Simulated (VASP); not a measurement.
Here is a VASP 6.6.1 calculation.

File INCAR:

```
ALGO = Normal
EDIFF = 1E-6
ENCUT = 520
GGA = CA
ISIF = 2
ISMEAR = -1
LASPH = True
LCHARG = False
LREAL = False
LWAVE = False
NBANDS = 26
NELM = 80
PREC = Accurate
SIGMA = 0.05
```

KPOINTS

```
k-points
0
Gamma
  8 8 5
```

The input POSCAR:

```
ZnS
1.0
    3.8611504880      0.0000000000      0.0000000000
   -1.9305752440      3.3438544104      0.0000000000
    0.0000000000      0.0000000000      6.3160357234
Zn S
2 2
Direct
    0.6666666667      0.3333333333      0.5000000000
    0.3333333333      0.6666666667      0.0000000000
    0.6666666667      0.3333333333      0.8850000000
    0.3333333333      0.6666666667      0.3850000000
```

Potentials or basis: VASP PAW LDA potentials, release 64 (Zn, S).

Launch:

```bash
$ cat potpaw_LDA.64/Zn/POTCAR potpaw_LDA.64/S/POTCAR > POTCAR
$ mpirun -np 1 vasp_std > vasp.out
```

Question: What does it give for the largest force?

Answer: 0.254 eV/Å.

Question: Predict the pressure.

Answer: -6.1 GPa.

Question: Estimate the band gap on the k mesh.

Answer: 1.83 eV, direct.

Forces in eV/Å, atoms in the order of the input:
```
Zn   0.000  0.000  0.254
Zn   0.000  0.000  0.254
S    0.000  0.000 -0.254
S    0.000  0.000 -0.254
```
